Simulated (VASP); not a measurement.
The system is SiMo3.

```
Si Mo
1.0
     4.90019   -0.02602   -0.01295
    -0.02602    4.90132   -0.04976
    -0.01295   -0.04976    4.86022
Si Mo
2 6
Cartesian
  2.6892 2.4370 2.5128
  4.8223 0.0652 -0.0599
  -0.0663 2.3870 3.6862
  4.7923 2.4633 1.1000
  2.3426 1.2879 -0.0361
  2.3148 3.6661 0.0820
  1.3088 -0.0797 2.3560
  3.7237 4.6864 2.2771
```

* Program: VASP 6.6.1
* Task: relaxation of cell and atoms
* Functional: PBE
* Potentials or basis: VASP PAW PBE potentials, release 64 (Si, Mo_sv)
* Cutoff: 500 eV
* k mesh: 4 × 4 × 4
* Occupations: gaussian, width 0.2 eV
* Spin: no spin polarisation

At the start: pressure 10.4 GPa; volume 14.59 Å³/atom.

**Question.** How do energy, volume and symmetry change on relaxing?

**Answer.** Over 15 steps the energy falls by 181.6 meV/atom and the volume is 14.85 Å³/atom (+1.8 %); space group P1 (No. 1, to 0.1 Å) before, Pm-3n (No. 223, to 0.1 Å).

The path:
```csv
step,energy change (eV),largest force (eV/Å),pressure (GPa),volume (Å³)
1,0.0000,3.4843,10.39,116.71
2,-0.1336,0.7521,-21.69,133.40
3,-0.7774,1.7088,-9.23,124.76
4,-1.2626,1.0564,4.42,117.01
5,-1.2868,0.8906,1.53,118.30
6,-1.4056,0.4551,-0.36,118.97
7,-1.4153,0.3936,-0.92,119.22
8,-1.4397,0.2772,1.51,118.02
9,-1.4397,0.2739,1.61,117.98
10,-1.4456,0.1475,-1.48,119.44
11,-1.4496,0.1743,-0.30,118.87
12,-1.4526,0.0707,0.06,118.69
13,-1.4528,0.0575,0.17,118.63
14,-1.4531,0.0182,-0.26,118.84
15,-1.4531,0.0239,-0.15,118.78
```

Final structure:
```yaml
crystal:
  lattice:
    - [4.91500, -0.00040, -0.00057]
    - [-0.00058, 4.91650, -0.00039]
    - [-0.00035, 0.00024, 4.91560]
  atoms:
    - { symbol: Si, position: [0.49969, 0.50024, 0.49980] }
    - { symbol: Si, position: [0.00013, 0.99987, 0.00021] }
    - { symbol: Mo, position: [0.99964, 0.49992, 0.74987] }
    - { symbol: Mo, position: [0.00006, 0.50006, 0.24998] }
    - { symbol: Mo, position: [0.50004, 0.24987, 0.00007] }
    - { symbol: Mo, position: [0.50038, 0.75002, 0.99996] }
    - { symbol: Mo, position: [0.25005, 0.00000, 0.50007] }
    - { symbol: Mo, position: [0.75002, 0.00001, 0.50005] }
```
